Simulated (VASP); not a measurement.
A run of VASP 6.6.1 is set up as follows.

The input INCAR:

```
SYSTEM = ZrNbGe2
  ALGO = Normal
  EDIFF = 1E-6
  ENCUT = 520
  GGA = PE
  ISIF = 2
  ISMEAR = 0
  LASPH = .TRUE.
  LCHARG = .TRUE.
  LELF = .TRUE.
  LREAL = .FALSE.
  LVHAR = .TRUE.
  LWAVE = .FALSE.
  NBANDS = 34
  NELM = 80
  PREC = Accurate
  SIGMA = 0.1
```

Contents of KPOINTS:

```
k-points
0
G
  12 12 10
  0 0 0
```

Contents of POSCAR:

```
ZrNbGe2
1.0
    3.7957342727      0.0000000000      0.0000000000
    0.0000000000      3.7957342727      0.0000000000
    0.0000000000      0.0000000000      5.3580633375
Zr Nb Ge
1 1 2
Direct
    0.0000000000      0.0000000000      0.0000000000
    0.5000000000      0.5000000000      0.5000000000
    0.0000000000      0.0000000000      0.5000000000
    0.5000000000      0.5000000000      0.0000000000
```

Potentials or basis: VASP PAW PBE potentials, release 64 (Zr_sv, Nb_sv, Ge_d).

Launch:

```console
$ cat potpaw_PBE.64/Zr_sv/POTCAR potpaw_PBE.64/Nb_sv/POTCAR potpaw_PBE.64/Ge_d/POTCAR > POTCAR
$ mpirun -np 1 vasp_std > vasp.out
```

Task: What does it give for the pressure?

Result: 0.0 GPa.
